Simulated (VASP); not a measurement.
Wanted: the native input for a VASP 6.6.1 run.

```yaml
Task: relaxation of cell and atoms
Functional: PBEsol
Potentials_or_basis: VASP PAW PBE potentials, release 64 (Na_pv, Cl)
Cutoff: 600 eV
k_mesh: 8 × 8 × 8
Occupations: gaussian, width 0.01 eV
Spin: no spin polarisation
Target_pressure: 30 GPa
Dipole_correction: no
Further_INCAR_settings: ALGO = Normal; EDIFF = 1e-06; IBRION = 2; EDIFFG = -0.001; NSW = 80; ISIF = 3
```

The structure of NaCl lies in POSCAR:

```
NaCl
1.0
    0.0000000000      2.8007708028      2.8007708028
    2.8007708028      0.0000000000      2.8007708028
    2.8007708028      2.8007708028      0.0000000000
Na Cl
1 1
Direct
    0.0000000000      0.0000000000      0.0000000000
    0.5000000000      0.5000000000      0.5000000000
```

One way to write it, as run:

INCAR

```
  PREC = Accurate
  ENCUT = 600
  EDIFF = 1E-6
  ISMEAR = 0
  SIGMA = 0.01
  LREAL = False
  LASPH = True
  NELM = 60
  ALGO = Normal
  ISIF = 3
  LWAVE = False
  LCHARG = False
  GGA = PS
  IBRION = 2
  NSW = 80
  EDIFFG = -0.001
  PSTRESS = 300.0
```

KPOINTS

```
regular mesh
0
Gamma
  8 8 8
```

Potentials or basis: VASP PAW PBE potentials, release 64 (Na_pv, Cl).

Launch:

```sh
$ cat potpaw_PBE.64/Na_pv/POTCAR potpaw_PBE.64/Cl/POTCAR > POTCAR
$ mpirun -np 1 vasp_std > vasp.out
```

Results of the run:

| Item | Value |
| --- | --- |
| Relaxed volume | 14.41 Å³/atom |
| Relaxed cell | a = 3.441 Å, b = 3.441 Å, c = 3.441 Å, α = 60.00°, β = 60.00°, γ = 60.00° |
| Space group after relaxing (to 0.1 Å) | Fm-3m (No. 225) |
| Energy change on relaxing (the run minimises the enthalpy) | +475.2 meV/atom |
| Ionic steps | 10 |
| Pressure after relaxing | 30.0 GPa |
| Band gap on the k mesh | 6.93 eV (least direct gap 7.24 eV) |

Caveat: the cell is relaxed towards a set pressure, so the run minimises the enthalpy, not the energy; the volume moved by over 15 % at a fixed basis, so the end points are rough; the PAW data sets were made with another functional, which shifts forces and pressure a little.

Wall time 57 s on 1 thread of Intel(R) Xeon(R) Platinum 8259CL CPU @ 2.50GHz (Skylake/Cascade Lake), with other jobs on the host, peak memory 0.18 GiB.
